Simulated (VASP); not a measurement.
# C (P6_3/mmc) in VASP: a series of runs, part 2 of 2

VASP 6.6.1. The steps go on from the part before.

### 3 Single point, RPBE (volume scaled by 0.96)

Contents of INCAR:

```
SYSTEM = C
ALGO = Normal
EDIFF = 1E-6
ENCUT = 520
GGA = RP
ISIF = 2
ISMEAR = -1
LASPH = .True.
LCHARG = .True.
LELF = .True.
LREAL = .False.
LVHAR = .True.
LWAVE = .False.
NBANDS = 16
NELM = 60
PREC = Accurate
SIGMA = 0.05
```

Contents of KPOINTS:

```
k-points
0
Gamma
  12 12 7
  0 0 0
```

Contents of POSCAR:

```
C
1.0
    2.4896804465      0.0000000000      0.0000000000
   -1.2448402233      2.1561265140      0.0000000000
    0.0000000000      0.0000000000      4.1422459084
C
4
Direct
    0.3333333333      0.6666666667      0.0626895848
    0.6666666667      0.3333333333      0.5626895848
    0.3333333333      0.6666666667      0.4373104152
    0.6666666667      0.3333333333      0.9373104152
```

Potentials or basis: VASP PAW PBE potentials, release 64 (C).

On the command line:

```bash
$ cat potpaw_PBE.64/C/POTCAR > POTCAR
$ mpirun -np 1 vasp_std > vasp.out
```

OUTCAR:

```text
SYSTEM = C
   EDIFF = 1E-6
   ENCUT = 520
   GGA = RP
   ISIF = 2
   ISMEAR = -1
   LASPH = .True.
   LREAL = .False.
   NELM = 60
   PREC = Accurate

 ion  position               nearest neighbor table
   1  0.333  0.667  0.063-   4 1.53   4 1.53   4 1.53   3 1.55
   2  0.667  0.333  0.563-   3 1.53   3 1.53   3 1.53   4 1.55
   3  0.333  0.667  0.437-   2 1.53   2 1.53   2 1.53   1 1.55
   4  0.667  0.333  0.937-   1 1.53   1 1.53   1 1.53   2 1.55

  LATTYP: Found a hexagonal cell.
 ALAT       =     2.4896804465
 C/A-ratio  =     1.6637660926

  Lattice vectors:

 A1 = (   2.4896804465,   0.0000000000,   0.0000000000)
 A2 = (  -1.2448402233,   2.1561265140,   0.0000000000)
 A3 = (   0.0000000000,   0.0000000000,   4.1422459084)

Analysis of symmetry for initial positions (statically):
=====================================================================
 Subroutine PRICEL returns:
 Original cell was already a primitive cell.

 Routine SETGRP: Setting up the symmetry group for a
 hexagonal supercell.

 Subroutine GETGRP returns: Found 24 space group operations
 (whereof 12 operations were pure point group operations)
 out of a pool of 24 trial point group operations.

The static configuration has the point symmetry D_3d.
 The point group associated with its full space group is D_6h.

Analysis of symmetry for dynamics (positions and initial velocities):
=====================================================================
 Subroutine PRICEL returns:
 Original cell was already a primitive cell.

 Routine SETGRP: Setting up the symmetry group for a
 hexagonal supercell.

 Subroutine GETGRP returns: Found 24 space group operations
 (whereof 12 operations were pure point group operations)
 out of a pool of 24 trial point group operations.

The dynamic configuration has the point symmetry D_3d.
 The point group associated with its full space group is D_6h.

 Subroutine INISYM returns: Found 24 space group operations
 (whereof 12 operations are pure point group operations),
 and found     1 'primitive' translations

----------------------------------------------------------------------------------------

                                     Primitive cell

  volume of cell :      22.2358

  direct lattice vectors                    reciprocal lattice vectors
     2.489680446  0.000000000  0.000000000     0.401657972  0.231897338  0.000000000
    -1.244840223  2.156126514  0.000000000     0.000000000  0.463794677  0.000000000
     0.000000000  0.000000000  4.142245908     0.000000000  0.000000000  0.241414929

  length of vectors
     2.489680446  2.489680447  4.142245908     0.463794677  0.463794677  0.241414929

  position of ions in fractional coordinates (direct lattice)
     0.333333333  0.666666667  0.062689585
     0.666666667  0.333333333  0.562689585
     0.333333333  0.666666667  0.437310415
     0.666666667  0.333333333  0.937310415

  ion indices of the primitive-cell ions
   primitive index   ion index
                 1           1
                 2           2
                 3           3
                 4           4

[... 23 lines left out ...]

 Found     76 irreducible k-points:

 Following reciprocal coordinates:
            Coordinates               Weight
  0.000000  0.000000  0.000000      1.000000
  0.083333  0.000000  0.000000      6.000000
  0.166667  0.000000  0.000000      6.000000
  0.250000  0.000000  0.000000      6.000000
  0.333333  0.000000  0.000000      6.000000
  0.416667  0.000000  0.000000      6.000000
[... 16 lines left out ...]
  0.250000  0.000000  0.142857     12.000000
  0.333333  0.000000  0.142857     12.000000
 [... further k-points ...]
   k-points           NKPTS =     76   k-points in BZ     NKDIM =     76   number of bands    NBANDS=     16
   number of dos      NEDOS =    301   number of ions     NIONS =      4
   total plane-waves  NPLWV =  12800
   dimension x,y,z NGX =    20 NGY =   20 NGZ =   32
   dimension x,y,z NGXF=    40 NGYF=   40 NGZF=   64
   ions per type =               4
   NGX,Y,Z   is equivalent  to a cutoff of  13.35, 13.35, 12.84 a.u.
   NGXF,Y,Z  is equivalent  to a cutoff of  26.71, 26.71, 25.69 a.u.
 SYSTEM =  C
   PREC   = accura    normal or accurate (medium, high low for compatibility)
   ISTART =      0    job   : 0-new  1-cont  2-samecut
   ICHARG =      2    charge: 1-file 2-atom 10-const
   ISPIN  =      1    spin polarized calculation?
   LNONCOLLINEAR =      F non collinear calculations
   LSORBIT =      F    spin-orbit coupling
   LASPH  =      T    aspherical Exc in radial PAW
   ENCUT  =  520.0 eV  38.22 Ry    6.18 a.u.   4.63  4.63  7.70*2*pi/ulx,y,z
   NELM   =     60;   NELMIN=  2; NELMDL= -5     # of ELM steps
   EDIFF  = 0.1E-05   stopping-criterion for ELM
   LREAL  =      F    real-space projection
   EDIFFG = 0.1E-04   stopping-criterion for IOM
   NSW    =      0    number of steps for IOM
   IBRION =     -1    ionic relax: 0-MD 1-quasi-New 2-CG
   NFREE  =      0    steps in history (QN), initial steepest desc. (CG)
   ISIF   =      2    stress and relaxation
   ISYM   =      2    0-nonsym 1-usesym 2-fastsym
   POTIM  = 0.5000    time-step for ionic-motion
   TEBEG  =    0.0;   TEEND  =   0.0 temperature during run
   PSTRESS=    0.0 pullay stress
   NELECT =      16.0000    total number of electrons
   NUPDOWN=      -1.0000    fix difference up-down
   EMIN   =  10.00;   EMAX   =-10.00  energy-range for DOS
   EFERMI =   0.00;   METHOD = LEGACY
   ISMEAR =    -1;   SIGMA  =   0.05  broadening in eV -4-tet -1-fermi 0-gaus
   EFERMI_NEDOS =   21; number of points for ismear=-14 and -15
   IALGO  =     38    algorithm
   IMIX   =      4    mixing-type and parameters
     AMIX     =   0.40;   BMIX     =  1.00
     AMIX_MAG =   1.60;   BMIX_MAG =  1.00
  volume/ion in A,a.u.               =       5.56        37.51
  Fermi-wavevector in a.u.,A,eV,Ry     =   1.467000  2.772229 29.280967  2.152090
  Thomas-Fermi vector in A             =   2.582671
   LORBIT       =      0    0 simple, 1 ext, 2 COOP (PROOUT), +10 PAW based schemes
   GGA     = RP    functional components
   LHFCALC =     F    Hartree Fock is set to
   AEXX    =    0.0000 exact exchange contribution
   IVDW    =     0    specifies the selected vdW correction
   LEPSILON=     F    determine dielectric tensor
   LRPA    =     F    only Hartree local field effects (RPA)
 non-spin polarized calculation
  energy-cutoff  :      520.00
  volume of cell :       22.24
 maximum number of plane-waves:       615
 NGX is ok and might be reduce to    20
   NGX =  9   NGY =  9   NGZ = 15

 number of electron      15.9999999 magnetization

 Free energy of the ion-electron system (eV)
  ---------------------------------------------------
  ext. energy  EPLUGINS =         0.00000000
  ---------------------------------------------------
  free energy    TOTEN  =       -34.31639086 eV

  energy without entropy =      -34.31639086  energy(sigma->0) =      -34.31639086

 E-fermi :  11.4143     XC(G=0): -13.2638

 val. band max:       10.4401920328   @ k =   0.0000   0.0000   0.0000
 cond. band min:      13.7483662590   @ k =   0.3333   0.3333   0.0000
 fundamental gap:      3.3081742262
 Fermi energy:        11.4143471283

 k-point     1 :       0.0000    0.0000    0.0000
  band No.  band energies     occupation
      1     -11.7070      2.00000
      2      -6.0302      2.00000
      3      -3.5053      2.00000
      4       7.2813      2.00000
      5       7.2813      2.00000
      6       9.9568      2.00000
[... 433 lines left out ...]
      3      -1.0144      2.00000
      4       0.5424      2.00000
      5       3.1747      2.00000
      6       4.5822      2.00000
[... 8 lines left out ...]
     15      25.3400      0.00000
     16      27.7066      0.00000

 [... further k-points ...]

------------------------ aborting loop because EDIFF is reached ----------------------------------------

  FORCE on cell =-STRESS in cart. coord.  units (eV):
  Direction    XX          YY          ZZ          XY          YZ          ZX
  --------------------------------------------------------------------------------------
  -------------------------------------------------------------------------------------
  Total        2.6314852      2.6314852      2.6720943     -0.0000000     -0.0000000     -0.0000000
  in kB      189.6084904    189.6084904    192.5345330     -0.0000000     -0.0000000     -0.0000000
  external PRESSURE =     190.5838380 kB  Pullay stress =       0.0000000 kB

 VOLUME and BASIS-vectors are now :
 -----------------------------------------------------------------------------
  energy-cutoff  :      520.00
  volume of cell :       22.24
      direct lattice vectors                 reciprocal lattice vectors
     2.489680446  0.000000000  0.000000000     0.401657972  0.231897338  0.000000000
    -1.244840223  2.156126514  0.000000000     0.000000000  0.463794677  0.000000000
     0.000000000  0.000000000  4.142245908     0.000000000  0.000000000  0.241414929

 POSITION                                       TOTAL-FORCE (eV/Angst)
 -----------------------------------------------------------------------------------
     -0.00000      1.43742      0.25968        -0.000000      0.000000      0.054479
      1.24484      0.71871      2.33080         0.000000     -0.000000      0.054479
     -0.00000      1.43742      1.81145        -0.000000      0.000000     -0.054479
      1.24484      0.71871      3.88257         0.000000     -0.000000     -0.054479
 -----------------------------------------------------------------------------------
    total drift:                               -0.000000      0.000000      0.000000

  FREE ENERGIE OF THE ION-ELECTRON SYSTEM (eV)
  ---------------------------------------------------
  free  energy   TOTEN  =       -34.3163908610 eV

  energy  without entropy=      -34.3163908609  energy(sigma->0) =      -34.31639086
```

stdout:

```text
POSCAR found type information on POSCAR C
 POSCAR found :  1 types and       4 ions
 scaLAPACK will be used
 -----------------------------------------------------------------------------
|                                                                             |
|                                                                             |
|     You enforced a specific xc type in the INCAR file but a different       |
|     I HOPE YOU KNOW WHAT YOU ARE DOING!                                     |
|                                                                             |
 -----------------------------------------------------------------------------

 LDA part: xc-table for (Slater+PW92), standard interpolation
 POSCAR, INCAR and KPOINTS ok, starting setup
 FFT: planning ... GRIDC
 FFT: planning ... GRID_SOFT
 FFT: planning ... GRID
 WAVECAR not read
 entering main loop
```

Run time: 18 s. Hardware: 1 thread of AMD EPYC 7R13 (Zen 3), shared host; peak memory 0.11 GiB.

What came out:

```yaml
Free_energy: -34.3164 eV
Pressure: 19.1 GPa
Largest_force: 0.054 eV/Å
Band_gap_on_the_k_mesh: 3.31 eV, indirect (least direct gap 5.01 eV)
```

Forces in eV/Å, atoms in the order of the input:
```
C    0.000  0.000  0.054
C    0.000  0.000  0.054
C    0.000  0.000 -0.054
C    0.000  0.000 -0.054
```

Levels at points of the mesh, in eV from the valence-band top:
```csv
k point,band 6,band 7,band 8,band 9,band 10,band 11
"(0.00, 0.00, 0.00)",-0.48,0.00,0.00,5.01,5.01,5.41
"(0.50, 0.00, 0.00)",-6.61,-6.08,-3.21,4.52,8.21,8.39
```

Caveat: the cell differs from its parent crystal (volume scaled by 0.96); the PAW data sets were made with another functional, which shifts forces and pressure a little.

### 4 Single point, RPBE

This run uses another cell than the first one, of 5.79 Å³/atom, 1.087 times its volume.

Contents of INCAR:

```
SYSTEM = C
PREC = Accurate
ENCUT = 520
EDIFF = 1E-6
ISMEAR = -1
SIGMA = 0.05
LREAL = .FALSE.
LASPH = .TRUE.
NELM = 100
ALGO = Normal
ISIF = 2
LWAVE = .FALSE.
LCHARG = .FALSE.
GGA = RP
NBANDS = 16
```

Contents of KPOINTS:

```
regular mesh
0
G
  12 12 7
  0 0 0
```

Contents of POSCAR:

```
C
1.0
    2.5237898967      0.0000000000      0.0000000000
   -1.2618949483      2.1856661644      0.0000000000
    0.0000000000      0.0000000000      4.1989960551
C
4
Direct
    0.3333333333      0.6666666667      0.0626895848
    0.6666666667      0.3333333333      0.5626895848
    0.3333333333      0.6666666667      0.4373104152
    0.6666666667      0.3333333333      0.9373104152
```

On the command line:

```bash
$ cat potpaw_PBE.64/C/POTCAR > POTCAR
$ mpirun -np 1 vasp_std > vasp.out
```

Wall time 18 s (1 thread of AMD EPYC 7R13 (Zen 3), shared host); peak memory 0.11 GiB.

It converged, with:

- Free energy: -34.3727 eV
- Pressure: 0.4 GPa
- Largest force: 0.006 eV/Å
- Band gap on the k mesh: 3.45 eV, indirect (least direct gap 4.94 eV)

Forces on the atoms (eV/Å):
```
C    0.000  0.000  0.006
C    0.000  0.000  0.006
C    0.000  0.000 -0.006
C    0.000  0.000 -0.006
```

Levels at points of the mesh, in eV from the valence-band top:
| k point | band 5 | band 6 | band 7 | band 8 | band 9 | band 10 | band 11 | band 12 |
| --- | --- | --- | --- | --- | --- | --- | --- | --- |
| (0.00, 0.00, 0.00) | -3.03 | -0.45 | 0.00 | 0.00 | 4.94 | 4.94 | 5.31 | 7.82 |
| (0.50, 0.00, 0.00) | -9.11 | -6.35 | -5.81 | -3.08 | 4.44 | 8.13 | 8.24 | 8.31 |

Caveat: the PAW data sets were made with another functional, which shifts forces and pressure a little.

### 5 Single point, RPBE (volume scaled by 1.04)

Contents of INCAR:

```
SYSTEM = C
ALGO = Normal ; EDIFF = 1E-6
ENCUT = 520 ; GGA = RP
ISIF = 2 ; ISMEAR = -1
LASPH = .TRUE. ; LCHARG = .FALSE.
LREAL = .FALSE. ; LWAVE = .FALSE.
NBANDS = 16 ; NELM = 60
PREC = Accurate ; SIGMA = 0.05
```

Contents of KPOINTS:

```
k-points
0
G
  12 12 7
  0 0 0
```

Contents of POSCAR:

```
C
1.0
    2.5570014671      0.0000000000      0.0000000000
   -1.2785007336      2.2144282280      0.0000000000
    0.0000000000      0.0000000000      4.2542523398
C
4
Direct
    0.3333333333      0.6666666667      0.0626895848
    0.6666666667      0.3333333333      0.5626895848
    0.3333333333      0.6666666667      0.4373104152
    0.6666666667      0.3333333333      0.9373104152
```

On the command line:

```bash
$ cat potpaw_PBE.64/C/POTCAR > POTCAR
$ mpirun -np 1 vasp_std > vasp.out
```

It took 17 s on 1 thread of AMD EPYC 7R13 (Zen 3), shared host; peak memory 0.11 GiB.

Results (log left out):

```
Free energy            : -34.3308 eV
Pressure               : -14.9 GPa
Largest force          : 0.038 eV/Å
Band gap on the k mesh : 3.58 eV, indirect (least direct gap 4.87 eV)
```

Forces on the atoms (eV/Å):
```
C    0.000  0.000 -0.038
C    0.000  0.000 -0.038
C    0.000  0.000  0.038
C    0.000  0.000  0.038
```

Stress tensor (GPa, compression positive):
```
-14.86   0.00   0.00
  0.00 -14.86   0.00
  0.00   0.00 -15.13
```

Levels at points of the mesh, in eV from the valence-band top:
| k point | band 5 | band 6 | band 7 | band 8 | band 9 | band 10 | band 11 | band 12 |
| --- | --- | --- | --- | --- | --- | --- | --- | --- |
| (0.00, 0.00, 0.00) | -2.91 | -0.43 | 0.00 | 0.00 | 4.87 | 4.87 | 5.21 | 7.35 |
| (0.50, 0.00, 0.00) | -8.78 | -6.10 | -5.55 | -2.97 | 4.35 | 8.05 | 8.09 | 8.12 |

Caveat: the cell differs from its parent crystal (volume scaled by 1.04); the PAW data sets were made with another functional, which shifts forces and pressure a little.

### 6 Single point, RPBE (volume scaled by 1.08)

Contents of INCAR:

```
SYSTEM = C
ALGO = Normal ; EDIFF = 1E-6
ENCUT = 520 ; GGA = RP
ISIF = 2 ; ISMEAR = -1
LASPH = .TRUE. ; LCHARG = .TRUE.
LELF = .TRUE. ; LREAL = .FALSE.
LVHAR = .TRUE. ; LWAVE = .FALSE.
NBANDS = 16 ; NELM = 100
PREC = Accurate ; SIGMA = 0.05
```

KPOINTS is that of step 5.

Contents of POSCAR:

```
C
1.0
    2.5893720107      0.0000000000      0.0000000000
   -1.2946860053      2.2424619411      0.0000000000
    0.0000000000      0.0000000000      4.3081093526
C
4
Direct
    0.3333333333      0.6666666667      0.0626895848
    0.6666666667      0.3333333333      0.5626895848
    0.3333333333      0.6666666667      0.4373104152
    0.6666666667      0.3333333333      0.9373104152
```

Potentials or basis: VASP PAW PBE potentials, release 64 (C).

On the command line:

```bash
$ cat potpaw_PBE.64/C/POTCAR > POTCAR
$ mpirun -np 1 vasp_std > vasp.out
```

Run time: 16 s. Hardware: 1 thread of AMD EPYC 7R13 (Zen 3), shared host; peak memory 0.11 GiB.

The run converged. Its results:

```yaml
Free_energy: -34.2077 eV
Pressure: -27.7 GPa
Largest_force: 0.077 eV/Å
Band_gap_on_the_k_mesh: 3.69 eV, indirect (least direct gap 4.81 eV)
```

Forces in eV/Å, atoms in the order of the input:
```
C    0.000  0.000 -0.077
C    0.000  0.000 -0.077
C    0.000  0.000  0.077
C    0.000  0.000  0.077
```

Stress tensor (GPa, compression positive):
```
-27.53   0.00   0.00
  0.00 -27.53   0.00
  0.00   0.00 -27.97
```

Levels at points of the mesh, in eV from the valence-band top:
```
           k point  band 6  band 7  band 8  band 9  band 10  band 11
(0.00, 0.00, 0.00)   -0.40    0.00    0.00    4.81     4.81     5.11
(0.50, 0.00, 0.00)   -5.88   -5.32   -2.86    4.26     7.93     7.94
```

Caveat: the cell differs from its parent crystal (volume scaled by 1.08); the PAW data sets were made with another functional, which shifts forces and pressure a little.

### 7 Summary

| cell | gap on the mesh (eV) | pressure (GPa) | largest force (eV/Å) |
| --- | --- | --- | --- |
| a = 2.455, b = 2.455, c = 4.084 Å, angles 90.0, 90.0, 120.0°, 4 atoms | 3.15 | 41.6 | 0.11 |
| a = 2.490, b = 2.490, c = 4.142 Å, angles 90.0, 90.0, 120.0°, 4 atoms | 3.31 | 19.1 | 0.05 |
| a = 2.524, b = 2.524, c = 4.199 Å, angles 90.0, 90.0, 120.0°, 4 atoms | 3.45 | 0.4 | 0.01 |
| a = 2.557, b = 2.557, c = 4.254 Å, angles 90.0, 90.0, 120.0°, 4 atoms | 3.58 | -14.9 | 0.04 |
| a = 2.589, b = 2.589, c = 4.308 Å, angles 90.0, 90.0, 120.0°, 4 atoms | 3.69 | -27.7 | 0.08 |

Alike in all rows: task single point; level RPBE; potentials or basis VASP PAW PBE potentials, release 64 (C); no spin polarisation; k mesh 12 × 12 × 7; cutoff (eV) 520; smearing fermi-dirac 0.05 eV.

Caveats: the PAW data sets were made with another functional, which shifts forces and pressure a little.

Absolute energies hang on the potentials; compare differences alone.
